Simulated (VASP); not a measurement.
# TiO2 in VASP: single point with r2SCAN

Aim: the single point of TiO2 with r2SCAN.

Everything below comes from runs of VASP 6.6.1. Logs are shortened: lines on timing, memory, paths and dates and some standing lists are left out, and cuts for length are marked.

### 1 The cell of the first run

The typed cell holds 6 atoms: a = 3.778 Å, b = 3.778 Å, c = 5.486 Å, α = 110.14°, β = 110.14°, γ = 90.00°.

### 2 Single point, r2SCAN (atom 1 (Ti) moved -0.150 Å towards its neighbour atom 2 (Ti) at 3.051 Å)

POSCAR reads:

```
TiO2
1.0
    2.6711600402     -2.6712510909     -0.0201684190
    2.6711600402      2.6712510909     -0.0201684190
   -2.6353413730      0.0000000000      4.8120473783
Ti O
2 4
Direct
    0.1372631479      0.9119003892      0.2745817685
    0.8750252533      0.1249747467      0.7500000000
    0.3322819419      0.0822483592      0.6645446501
    0.6677180581      0.9177516408      0.3354553499
    0.9177516408      0.6677180581      0.8354553499
    0.0822483592      0.3322819419      0.1645446501
```

INCAR.step1 reads:

```
ALGO     = Normal         # electronic algorithm
EDIFF    = 1E-4           # SCF threshold, eV
ENCUT    = 520            # plane-wave cutoff, eV
GGA      = PE             # functional
ISMEAR   = 0              # smearing method
LASPH    = True           # aspherical terms in the spheres
LCHARG   = False          # write CHGCAR
LREAL    = False          # projectors in reciprocal space
LWAVE    = True           # write WAVECAR
NBANDS   = 33             # bands
NELM     = 80             # most SCF steps
PREC     = Accurate       # precision mode
SIGMA    = 0.05           # smearing width, eV
```

INCAR.step2 reads:

```
ALGO     = Normal         # electronic algorithm
EDIFF    = 1E-7           # SCF threshold, eV
ENCUT    = 520            # plane-wave cutoff, eV
ISIF     = 2              # what is computed and relaxed
ISMEAR   = 0              # smearing method
ISTART   = 1            
LASPH    = True           # aspherical terms in the spheres
LCHARG   = True           # write CHGCAR
LELF     = True           # ELF
LMIXTAU  = True         
LREAL    = False          # projectors in reciprocal space
LVHAR    = True         
LWAVE    = False          # write WAVECAR
METAGGA  = R2SCAN         # meta-GGA
NBANDS   = 33             # bands
NELM     = 80             # most SCF steps
PREC     = Accurate       # precision mode
SIGMA    = 0.05           # smearing width, eV
```

KPOINTS reads:

```
k-points
0
Gamma
  6 6 6
```

Potentials or basis: VASP PAW PBE potentials, release 64 (Ti_sv, O).

Command:

```bash
$ cat potpaw_PBE.64/Ti_sv/POTCAR potpaw_PBE.64/O/POTCAR > POTCAR
$ cp INCAR.step1 INCAR
$ mpirun -np 1 vasp_std > vasp.out
$ cp INCAR.step2 INCAR
$ mpirun -np 1 vasp_std > vasp.out
```

OUTCAR:

```text
EDIFF = 1E-7
   ENCUT = 520
   ISIF = 2
   ISMEAR = 0
   ISTART = 1
   LASPH = True
   LREAL = False
   METAGGA = R2SCAN
   NELM = 80
   PREC = Accurate

 ion  position               nearest neighbor table
   1  0.137  0.912  0.275-   3 1.87   6 1.87   4 1.91   4 1.91   6 2.05   5 2.11
   2  0.875  0.125  0.750-   3 1.93   5 1.93   5 1.93   3 1.93   6 1.99   4 1.99
   3  0.332  0.082  0.665-   1 1.87   2 1.93   2 1.93
   4  0.668  0.918  0.335-   1 1.91   1 1.91   2 1.99
   5  0.918  0.668  0.835-   2 1.93   2 1.93   1 2.11
   6  0.082  0.332  0.165-   1 1.87   2 1.99   1 2.05

  Warning from LATTYP: Got some problem with cell dimensions!
  Tried to take original basis but could not verify dimensions!
  LATTYP: Found a base centered monoclinic cell.
 ALAT       =     5.3424723586
 B/A-ratio  =     1.0000055823
 C/A-ratio  =     1.0268783488
 COS(beta)  =    -0.4868465916

  Lattice vectors:

 A1 = (  -2.6711600402,   2.6712510909,   0.0201684190)
 A2 = (  -2.6711600402,  -2.6712510909,   0.0201684190)
 A3 = (   2.7069787074,   0.0000000000,   4.7717105403)

Analysis of symmetry for initial positions (statically):
=====================================================================
 Subroutine PRICEL returns:
 Original cell was already a primitive cell.

 Routine SETGRP: Setting up the symmetry group for a
 base centered monoclinic supercell.

 Subroutine GETGRP returns: Found  1 space group operations
 (whereof  1 operations were pure point group operations)
 out of a pool of  4 trial point group operations.

The static configuration has the point symmetry C_1 .

Analysis of symmetry for dynamics (positions and initial velocities):
=====================================================================
 Subroutine PRICEL returns:
 Original cell was already a primitive cell.

 Routine SETGRP: Setting up the symmetry group for a
 base centered monoclinic supercell.

 Subroutine GETGRP returns: Found  1 space group operations
 (whereof  1 operations were pure point group operations)
 out of a pool of  4 trial point group operations.

The dynamic configuration has the point symmetry C_1 .

 Subroutine INISYM returns: Found  1 space group operations
 (whereof  1 operations are pure point group operations),
 and found     1 'primitive' translations

----------------------------------------------------------------------------------------

                                     Primitive cell

  volume of cell :      68.3872

  direct lattice vectors                    reciprocal lattice vectors
     2.671160040 -2.671251091 -0.020168419     0.187961819 -0.187178211  0.102938213
     2.671160040  2.671251091 -0.020168419     0.187961819  0.187178211  0.102938213
    -2.635341373  0.000000000  4.812047378     0.001575584  0.000000000  0.208674629

  length of vectors
     3.777708977  3.777708977  5.486421796     0.284537526  0.284537526  0.208680577

  position of ions in fractional coordinates (direct lattice)
     0.137263148  0.911900389  0.274581768
     0.875025253  0.124974747  0.750000000
     0.332281942  0.082248359  0.664544650
     0.667718058  0.917751641  0.335455350
     0.917751641  0.667718058  0.835455350
     0.082248359  0.332281942  0.164544650

  ion indices of the primitive-cell ions
   primitive index   ion index
                 1           1
                 2           2
                 3           3
                 4           4
                 5           5
                 6           6

----------------------------------------------------------------------------------------

 KPOINTS: k-points

Automatic generation of k-mesh.
 Grid dimensions read from file:
 generate k-points for:    6    6    6

 Generating k-lattice:

  Cartesian coordinates                     Fractional coordinates (reciprocal lattice)
     0.031326970 -0.031196368  0.017156369     0.166666667 -0.000000000  0.000000000
     0.031326970  0.031196368  0.017156369    -0.000000000  0.166666667  0.000000000
     0.000262597  0.000000000  0.034779105     0.000000000  0.000000000  0.166666667

  Length of vectors
     0.047422921  0.047422921  0.034780096

  Shift w.r.t. Gamma in fractional coordinates (k-lattice)
     0.000000000  0.000000000  0.000000000

 Subroutine IBZKPT returns following result:
 ===========================================

 Found    112 irreducible k-points:

 Following reciprocal coordinates:
            Coordinates               Weight
  0.000000  0.000000  0.000000      1.000000
  0.166667 -0.000000 -0.000000      2.000000
  0.000000 -0.166667  0.000000      2.000000
  0.333333 -0.000000 -0.000000      2.000000
  0.000000 -0.333333  0.000000      2.000000
  0.500000 -0.000000 -0.000000      1.000000
[... 16 lines left out ...]
  0.000000 -0.166667 -0.166667      2.000000
  0.333333 -0.000000  0.166667      2.000000
 [... further k-points ...]
   k-points           NKPTS =    112   k-points in BZ     NKDIM =    112   number of bands    NBANDS=     33
   number of dos      NEDOS =    301   number of ions     NIONS =      6
   total plane-waves  NPLWV =  32928
   dimension x,y,z NGX =    28 NGY =   28 NGZ =   42
   dimension x,y,z NGXF=    56 NGYF=   56 NGZF=   84
   ions per type =               2   4
   NGX,Y,Z   is equivalent  to a cutoff of  12.32, 12.32, 12.73 a.u.
   NGXF,Y,Z  is equivalent  to a cutoff of  24.64, 24.64, 25.45 a.u.
 SYSTEM =  unknown system
   PREC   = accura    normal or accurate (medium, high low for compatibility)
   ISTART =      1    job   : 0-new  1-cont  2-samecut
   ICHARG =      0    charge: 1-file 2-atom 10-const
   ISPIN  =      1    spin polarized calculation?
   LNONCOLLINEAR =      F non collinear calculations
   LSORBIT =      F    spin-orbit coupling
   LASPH  =      T    aspherical Exc in radial PAW
   ENCUT  =  520.0 eV  38.22 Ry    6.18 a.u.   7.02  7.02 10.20*2*pi/ulx,y,z
   NELM   =     80;   NELMIN=  2; NELMDL=  0     # of ELM steps
   EDIFF  = 0.1E-06   stopping-criterion for ELM
   LREAL  =      F    real-space projection
   EDIFFG = 0.1E-05   stopping-criterion for IOM
   NSW    =      0    number of steps for IOM
   IBRION =     -1    ionic relax: 0-MD 1-quasi-New 2-CG
   NFREE  =      0    steps in history (QN), initial steepest desc. (CG)
   ISIF   =      2    stress and relaxation
   ISYM   =      2    0-nonsym 1-usesym 2-fastsym
   POTIM  = 0.5000    time-step for ionic-motion
   TEBEG  =    0.0;   TEEND  =   0.0 temperature during run
   PSTRESS=    0.0 pullay stress
   NELECT =      48.0000    total number of electrons
   NUPDOWN=      -1.0000    fix difference up-down
   EMIN   =  10.00;   EMAX   =-10.00  energy-range for DOS
   EFERMI =   0.00;   METHOD = LEGACY
   ISMEAR =     0;   SIGMA  =   0.05  broadening in eV -4-tet -1-fermi 0-gaus
   EFERMI_NEDOS =   21; number of points for ismear=-14 and -15
   IALGO  =     38    algorithm
   IMIX   =      4    mixing-type and parameters
     AMIX     =   0.40;   BMIX     =  1.00
     AMIX_MAG =   1.60;   BMIX_MAG =  1.00
  volume/ion in A,a.u.               =      11.40        76.92
  Fermi-wavevector in a.u.,A,eV,Ry     =   1.454890  2.749344 28.799531  2.116706
  Thomas-Fermi vector in A             =   2.571988
   LORBIT       =      0    0 simple, 1 ext, 2 COOP (PROOUT), +10 PAW based schemes
   METAGGA = R2SCAN    functional components
   LHFCALC =     F    Hartree Fock is set to
   AEXX    =    0.0000 exact exchange contribution
   IVDW    =     0    specifies the selected vdW correction
   LEPSILON=     F    determine dielectric tensor
   LRPA    =     F    only Hartree local field effects (RPA)
 non-spin polarized calculation
 Gauss-broadening in eV      SIGMA  =   0.05
  energy-cutoff  :      520.00
  volume of cell :       68.39
 maximum number of plane-waves:      1858
   NGX = 15   NGY = 15   NGZ = 21

 number of electron      47.9999998 magnetization

 Free energy of the ion-electron system (eV)
  ---------------------------------------------------
  ext. energy  EPLUGINS =         0.00000000
  ---------------------------------------------------
  free energy    TOTEN  =       -69.71035501 eV

  energy without entropy =      -69.71035501  energy(sigma->0) =      -69.71035501

 E-fermi :   3.3004     XC(G=0): -11.4402

 val. band max:        2.9709618088   @ k =   0.5000   0.5000  -0.0000
 cond. band min:       5.6135006182   @ k =   0.0000   0.0000   0.0000
 fundamental gap:      2.6425388094
 Fermi energy:         3.3003577301

 k-point     1 :       0.0000    0.0000    0.0000
  band No.  band energies     occupation
      1     -55.5568      2.00000
      2     -55.4415      2.00000
      3     -30.9812      2.00000
      4     -30.7847      2.00000
      5     -30.6720      2.00000
      6     -30.6322      2.00000
[... 25 lines left out ...]
     32       8.6998      0.00000
     33       8.7533      0.00000

 k-point     2 :       0.1667   -0.0000   -0.0000
  band No.  band energies     occupation
      1     -55.5542      2.00000
      2     -55.4429      2.00000
      3     -30.9813      2.00000
      4     -30.8218      2.00000
      5     -30.6736      2.00000
      6     -30.6477      2.00000
[... 25 lines left out ...]
     32       9.0530      0.00000
     33       9.4479      0.00000

 k-point     3 :       0.0000   -0.1667    0.0000
  band No.  band energies     occupation
      1     -55.5553      2.00000
      2     -55.4419      2.00000
      3     -30.9747      2.00000
      4     -30.7852      2.00000
      5     -30.7021      2.00000
      6     -30.6302      2.00000
[... 25 lines left out ...]
     32       8.9965      0.00000
     33       9.2788      0.00000

 k-point     4 :       0.3333   -0.0000   -0.0000
  band No.  band energies     occupation
      1     -55.5487      2.00000
      2     -55.4458      2.00000
      3     -30.9880      2.00000
      4     -30.8890      2.00000
      5     -30.6789      2.00000
      6     -30.6609      2.00000
[... 673 lines left out ...]
     32       9.1541      0.00000
     33       9.4224      0.00000

 k-point    23 :       0.0000   -0.1667   -0.1667
  band No.  band energies     occupation
      1     -55.5525      2.00000
      2     -55.4447      2.00000
      3     -30.9377      2.00000
      4     -30.7898      2.00000
      5     -30.7122      2.00000
      6     -30.6255      2.00000
[... 25 lines left out ...]
     32       9.0329      0.00000
     33       9.1879      0.00000

 k-point    24 :       0.3333   -0.0000    0.1667
  band No.  band energies     occupation
      1     -55.5465      2.00000
      2     -55.4481      2.00000
      3     -30.9614      2.00000
      4     -30.8940      2.00000
      5     -30.6838      2.00000
      6     -30.6579      2.00000
[... 25 lines left out ...]
     32       9.5683      0.00000
     33       9.8422      0.00000

 [... further k-points ...]
[... 5 lines left out ...]
  --------------------------------------------------------------------------------------
  -------------------------------------------------------------------------------------
  Total        0.9409758      0.9446345      1.5089939     -2.6238574     -0.2839987     -0.2997261
  in kB       22.0452020     22.1309185     35.3527413    -61.4717882     -6.6535288     -7.0219903
  external PRESSURE =      26.5096206 kB  Pullay stress =       0.0000000 kB

 VOLUME and BASIS-vectors are now :
 -----------------------------------------------------------------------------
  energy-cutoff  :      520.00
  volume of cell :       68.39
      direct lattice vectors                 reciprocal lattice vectors
     2.671160040 -2.671251091 -0.020168419     0.187961819 -0.187178211  0.102938213
     2.671160040  2.671251091 -0.020168419     0.187961819  0.187178211  0.102938213
    -2.635341373  0.000000000  4.812047378     0.001575584  0.000000000  0.208674629

 POSITION                                       TOTAL-FORCE (eV/Angst)
 -----------------------------------------------------------------------------------
      2.07887      2.06925      1.30014        -0.329715     -0.312456     -2.223437
      0.69465     -2.00357      3.58887        -0.050290     -0.056784      0.969869
     -0.64403     -0.66790      3.18946         0.058630      0.053676      0.659698
      3.35100      0.66790      1.58225         0.015257      0.013442      0.263796
      2.03333     -0.66790      3.98827         0.053760      0.053300     -0.032528
      0.67365      0.66790      0.78344         0.252357      0.248821      0.362602
 -----------------------------------------------------------------------------------
    total drift:                               -0.003073      0.001525     -0.011279

  FREE ENERGIE OF THE ION-ELECTRON SYSTEM (eV)
  ---------------------------------------------------
  free  energy   TOTEN  =       -69.7103550079 eV

  energy  without entropy=      -69.7103550079  energy(sigma->0) =      -69.71035501
```

Run time: 14 min. Hardware: 1 thread of Intel Xeon Platinum 8488C (Sapphire Rapids), shared host; peak memory 0.32 GiB.

What came out:

```
Free energy            : -69.7104 eV
Pressure               : 2.7 GPa
Largest force          : 2.269 eV/Å
Band gap on the k mesh : 2.64 eV, indirect (least direct gap 2.86 eV)
```

Forces on the atoms (eV/Å):
```
Ti  -0.330 -0.312 -2.223
Ti  -0.050 -0.057  0.970
O    0.059  0.054  0.660
O    0.015  0.013  0.264
O    0.054  0.053 -0.033
O    0.252  0.249  0.363
```

Stress tensor (GPa, compression positive):
```
 2.20 -6.15 -0.70
-6.15  2.21 -0.67
-0.70 -0.67  3.54
```

Levels at points of the mesh, in eV from the valence-band top:
```csv
k point,band 20,band 21,band 22,band 23,band 24,band 25,band 26,band 27,band 28,band 29
"(0.00, 0.00, 0.00)",-0.80,-0.77,-0.70,-0.64,-0.25,2.64,3.38,4.23,4.51,4.51
"(0.50, 0.00, 0.00)",-2.15,-1.72,-0.75,-0.68,-0.57,3.81,3.96,4.18,4.29,4.92
"(0.00, 0.50, 0.00)",-1.82,-1.67,-1.23,-0.94,-0.57,3.50,3.97,4.05,4.17,4.75
"(0.50, 0.50, 0.00)",-2.76,-1.95,-1.79,-0.05,0.00,3.75,3.85,4.26,4.43,5.36
"(0.00, 0.00, 0.50)",-1.41,-1.23,-1.17,-0.14,-0.05,2.87,3.12,4.14,4.42,4.64
"(0.50, 0.00, 0.50)",-2.15,-1.72,-0.75,-0.68,-0.57,3.81,3.96,4.18,4.29,4.92
"(0.00, 0.50, 0.50)",-1.69,-1.64,-1.24,-0.95,-0.65,3.70,3.82,3.90,4.26,4.63
"(0.50, 0.50, 0.50)",-2.76,-1.95,-1.79,-0.05,0.00,3.75,3.85,4.26,4.43,5.36
```

Caveat: the cell differs from its parent crystal (atom 1 (Ti) moved -0.150 Å towards its neighbour atom 2 (Ti) at 3.051 Å); the PAW data sets were made with another functional, which shifts forces and pressure a little. A k mesh can miss the band edges.
